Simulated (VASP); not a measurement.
# Ge (P6_3/mmc) in VASP: notebook, part 2 of 2

VASP 6.6.1. The steps go on from the part before.

### 3 Relaxation of cell and atoms, PBEsol

This run uses another cell than the first one, of 18.29 Å³/atom.

Contents of INCAR:

```
ALGO     = Normal         # electronic algorithm
EDIFF    = 1E-6           # SCF threshold, eV
EDIFFG   = -0.03          # ionic threshold
ENCUT    = 600            # plane-wave cutoff, eV
GGA      = PS             # functional
IBRION   = 2              # ionic algorithm
ISIF     = 3              # what is computed and relaxed
ISMEAR   = 1              # smearing method
LASPH    = T              # aspherical terms in the spheres
LCHARG   = F              # write CHGCAR
LREAL    = F              # projectors in reciprocal space
LWAVE    = F              # write WAVECAR
NELM     = 80             # most SCF steps
NSW      = 80             # ionic steps
PREC     = Accurate       # precision mode
SIGMA    = 0.05           # smearing width, eV
```

Contents of KPOINTS:

```
k-points
0
Gamma
  17 17 9
```

Contents of POSCAR:

```
Ge
1.0
    2.9521351814      0.0000000000      0.0000000000
   -1.4760675907      2.5566240625      0.0000000000
    0.0000000000      0.0000000000      4.8456889745
Ge
2
Direct
    0.3333333333      0.6666666667      0.2500000000
    0.6666666667      0.3333333333      0.7500000000
```

Potentials or basis: VASP PAW PBE potentials, release 64 (Ge_d).

Run with:

```console
cat potpaw_PBE.64/Ge_d/POTCAR > POTCAR
mpirun -np 1 vasp_std > vasp.out
```

OUTCAR:

```text
EDIFF = 1E-6
   EDIFFG = -0.03
   ENCUT = 600
   GGA = PS
   IBRION = 2
   ISIF = 3
   ISMEAR = 1
   LASPH = T
   LREAL = F
   NELM = 80
   NSW = 80
   PREC = Accurate

 ion  position               nearest neighbor table
   1  0.333  0.667  0.250-
   2  0.667  0.333  0.750-

  LATTYP: Found a hexagonal cell.
 ALAT       =     2.9521351814
 C/A-ratio  =     1.6414183893

  Lattice vectors:

 A1 = (   2.9521351814,   0.0000000000,   0.0000000000)
 A2 = (  -1.4760675907,   2.5566240625,   0.0000000000)
 A3 = (   0.0000000000,   0.0000000000,   4.8456889745)

Analysis of symmetry for initial positions (statically):
=====================================================================
 Subroutine PRICEL returns:
 Original cell was already a primitive cell.

 Routine SETGRP: Setting up the symmetry group for a
 hexagonal supercell.

 Subroutine GETGRP returns: Found 24 space group operations
 (whereof 12 operations were pure point group operations)
 out of a pool of 24 trial point group operations.

The static configuration has the point symmetry D_3d.
 The point group associated with its full space group is D_6h.

Analysis of symmetry for dynamics (positions and initial velocities):
=====================================================================
 Subroutine PRICEL returns:
 Original cell was already a primitive cell.

 Routine SETGRP: Setting up the symmetry group for a
 hexagonal supercell.

 Subroutine GETGRP returns: Found 24 space group operations
 (whereof 12 operations were pure point group operations)
 out of a pool of 24 trial point group operations.

The dynamic configuration has the point symmetry D_3d.
 The point group associated with its full space group is D_6h.

 Subroutine INISYM returns: Found 24 space group operations
 (whereof 12 operations are pure point group operations),
 and found     1 'primitive' translations

----------------------------------------------------------------------------------------

                                     Primitive cell

  volume of cell :      36.5728

  direct lattice vectors                    reciprocal lattice vectors
     2.952135181  0.000000000  0.000000000     0.338737876  0.195570404  0.000000000
    -1.476067591  2.556624063  0.000000000     0.000000000  0.391140807  0.000000000
     0.000000000  0.000000000  4.845688974     0.000000000  0.000000000  0.206369002

  length of vectors
     2.952135181  2.952135181  4.845688974     0.391140807  0.391140807  0.206369002

  position of ions in fractional coordinates (direct lattice)
     0.333333333  0.666666667  0.250000000
     0.666666667  0.333333333  0.750000000

  ion indices of the primitive-cell ions
   primitive index   ion index
                 1           1
                 2           2

----------------------------------------------------------------------------------------

 KPOINTS: k-points

Automatic generation of k-mesh.
 Grid dimensions read from file:
 generate k-points for:   17   17    9

 Generating k-lattice:

  Cartesian coordinates                     Fractional coordinates (reciprocal lattice)
     0.019925757  0.011504141  0.000000000     0.058823529  0.000000000  0.000000000
     0.000000000  0.023008283  0.000000000     0.000000000  0.058823529  0.000000000
     0.000000000  0.000000000  0.022929889     0.000000000  0.000000000  0.111111111

  Length of vectors
     0.023008283  0.023008283  0.022929889

  Shift w.r.t. Gamma in fractional coordinates (k-lattice)
     0.000000000  0.000000000  0.000000000

 Subroutine IBZKPT returns following result:
 ===========================================

 Found    165 irreducible k-points:

 Following reciprocal coordinates:
            Coordinates               Weight
  0.000000  0.000000  0.000000      1.000000
  0.058824 -0.000000  0.000000      6.000000
  0.117647  0.000000  0.000000      6.000000
  0.176471 -0.000000  0.000000      6.000000
  0.235294  0.000000  0.000000      6.000000
  0.294118  0.000000  0.000000      6.000000
[... 16 lines left out ...]
  0.411765  0.117647  0.000000     12.000000
  0.176471  0.176471  0.000000      6.000000
 [... further k-points ...]
   k-points           NKPTS =    165   k-points in BZ     NKDIM =    165   number of bands    NBANDS=     18
   number of dos      NEDOS =    301   number of ions     NIONS =      2
   total plane-waves  NPLWV =  23040
   dimension x,y,z NGX =    24 NGY =   24 NGZ =   40
   dimension x,y,z NGXF=    48 NGYF=   48 NGZF=   80
   ions per type =               2
   NGX,Y,Z   is equivalent  to a cutoff of  13.52, 13.52, 13.72 a.u.
   NGXF,Y,Z  is equivalent  to a cutoff of  27.03, 27.03, 27.45 a.u.
 SYSTEM =  unknown system
   PREC   = accura    normal or accurate (medium, high low for compatibility)
   ISTART =      0    job   : 0-new  1-cont  2-samecut
   ICHARG =      2    charge: 1-file 2-atom 10-const
   ISPIN  =      1    spin polarized calculation?
   LNONCOLLINEAR =      F non collinear calculations
   LSORBIT =      F    spin-orbit coupling
   LASPH  =      T    aspherical Exc in radial PAW
   ENCUT  =  600.0 eV  44.10 Ry    6.64 a.u.   5.90  5.90  9.68*2*pi/ulx,y,z
   NELM   =     80;   NELMIN=  2; NELMDL= -5     # of ELM steps
   EDIFF  = 0.1E-05   stopping-criterion for ELM
   LREAL  =      F    real-space projection
   EDIFFG = -.3E-01   stopping-criterion for IOM
   NSW    =     80    number of steps for IOM
   IBRION =      2    ionic relax: 0-MD 1-quasi-New 2-CG
   NFREE  =      1    steps in history (QN), initial steepest desc. (CG)
   ISIF   =      3    stress and relaxation
   ISYM   =      2    0-nonsym 1-usesym 2-fastsym
   POTIM  = 0.5000    time-step for ionic-motion
   TEBEG  =    0.0;   TEEND  =   0.0 temperature during run
   PSTRESS=    0.0 pullay stress
   NELECT =      28.0000    total number of electrons
   NUPDOWN=      -1.0000    fix difference up-down
   EMIN   =  10.00;   EMAX   =-10.00  energy-range for DOS
   EFERMI =   0.00;   METHOD = LEGACY
   ISMEAR =     1;   SIGMA  =   0.05  broadening in eV -4-tet -1-fermi 0-gaus
   EFERMI_NEDOS =   21; number of points for ismear=-14 and -15
   IALGO  =     38    algorithm
   IMIX   =      4    mixing-type and parameters
     AMIX     =   0.40;   BMIX     =  1.00
     AMIX_MAG =   1.60;   BMIX_MAG =  1.00
  volume/ion in A,a.u.               =      18.29       123.40
  Fermi-wavevector in a.u.,A,eV,Ry     =   1.497642  2.830133 30.516929  2.242931
  Thomas-Fermi vector in A             =   2.609503
   LORBIT       =      0    0 simple, 1 ext, 2 COOP (PROOUT), +10 PAW based schemes
   GGA     = PS    functional components
   LHFCALC =     F    Hartree Fock is set to
   AEXX    =    0.0000 exact exchange contribution
   IVDW    =     0    specifies the selected vdW correction
   LEPSILON=     F    determine dielectric tensor
   LRPA    =     F    only Hartree local field effects (RPA)
 conjugate gradient relaxation of ions
 non-spin polarized calculation
 Methfessel and Paxton  Order N= 1 SIGMA  =   0.05
  energy-cutoff  :      600.00
  volume of cell :       36.57
 maximum number of plane-waves:      1238
 NGX is ok and might be reduce to    24
   NGX = 11   NGY = 11   NGZ = 19

 number of electron      27.9999991 magnetization

 Free energy of the ion-electron system (eV)
  ---------------------------------------------------
  ext. energy  EPLUGINS =         0.00000000
  ---------------------------------------------------
  free energy    TOTEN  =        -9.33358581 eV

  energy without entropy =       -9.33365691  energy(sigma->0) =       -9.33360951

 E-fermi :   7.0056     XC(G=0): -11.5965

 val. band max:        6.9907735339   @ k =   0.2941   0.0000   0.4444
 cond. band min:       7.0317182136   @ k =   0.3529   0.2353   0.3333
 fundamental gap:      0.0409446797
 Fermi energy:         7.0055787975

 k-point     1 :       0.0000    0.0000    0.0000
  band No.  band energies     occupation
      1     -17.6723      2.00000
      2     -17.6683      2.00000
      3     -17.6635      2.00000
      4     -17.6635      2.00000
      5     -17.6555      2.00000
      6     -17.6555      2.00000
[... 10 lines left out ...]
     17      16.0033      0.00000
     18      16.3100      0.00000
[... 463 lines left out ...]
 k-point    24 :       0.1765    0.1765    0.0000
  band No.  band energies     occupation
      1     -17.6796      2.00000
      2     -17.6759      2.00000
      3     -17.6663      2.00000
      4     -17.6515      2.00000
      5     -17.6328      2.00000
      6     -17.6241      2.00000
[... 10 lines left out ...]
     17      12.2996      0.00000
     18      12.8454      0.00000

 [... further k-points ...]

------------------------ aborting loop because EDIFF is reached ----------------------------------------

  FORCE on cell =-STRESS in cart. coord.  units (eV):
  Direction    XX          YY          ZZ          XY          YZ          ZX
  --------------------------------------------------------------------------------------
  -------------------------------------------------------------------------------------
  Total        0.0020102      0.0020102     -0.0315435      0.0000000      0.0000000     -0.0000000
  in kB        0.0880646      0.0880646     -1.3818507      0.0000000      0.0000000     -0.0000000
  external PRESSURE =      -0.4019072 kB  Pullay stress =       0.0000000 kB

 VOLUME and BASIS-vectors are now :
 -----------------------------------------------------------------------------
  energy-cutoff  :      600.00
  volume of cell :       36.57
      direct lattice vectors                 reciprocal lattice vectors
     2.952135181  0.000000000  0.000000000     0.338737876  0.195570404  0.000000000
    -1.476067591  2.556624063  0.000000000     0.000000000  0.391140807  0.000000000
     0.000000000  0.000000000  4.845688974     0.000000000  0.000000000  0.206369002

 POSITION                                       TOTAL-FORCE (eV/Angst)
 -----------------------------------------------------------------------------------
     -0.00000      1.70442      1.21142        -0.000000      0.000000      0.000000
      1.47607      0.85221      3.63427         0.000000     -0.000000      0.000000
 -----------------------------------------------------------------------------------
    total drift:                               -0.000000      0.000000      0.000000

  FREE ENERGIE OF THE ION-ELECTRON SYSTEM (eV)
  ---------------------------------------------------
  free  energy   TOTEN  =        -9.3335858085 eV

  energy  without entropy=       -9.3336569067  energy(sigma->0) =       -9.33360951

 reached required accuracy - stopping structural energy minimisation
```

Wall time 93 s (1 thread of AMD EPYC 7R13, shared host); peak memory 0.21 GiB.

Results:

| Property | Result |
| --- | --- |
| Free energy | -9.3336 eV |
| Pressure after relaxing | 0.0 GPa |
| Band gap on the k mesh | zero (bands 14 and 15 overlap by 10.01 eV) |

Stress tensor (GPa, compression positive):
```
 0.01  0.00  0.00
 0.00  0.01  0.00
 0.00  0.00 -0.14
```

Final structure:
```
CELL_PARAMETERS angstrom
2.95214 0.00000 0.00000
-1.47607 2.55662 0.00000
0.00000 0.00000 4.84569
ATOMIC_POSITIONS crystal
Ge 0.33333 0.66667 0.25000
Ge 0.66667 0.33333 0.75000
```

Levels at points of the mesh, in eV from the Fermi level:
```csv
k point,band 10,band 11,band 12,band 13,band 14,band 15,band 16,band 17,band 18
"(0.00, 0.00, 0.00)",-24.57,-13.46,-8.03,-5.76,7.06,7.06,9.00,9.00,9.30
```

Caveat: the relaxation stopped at its first step, so nothing moved; the PAW data sets were made with another functional, which shifts forces and pressure a little.
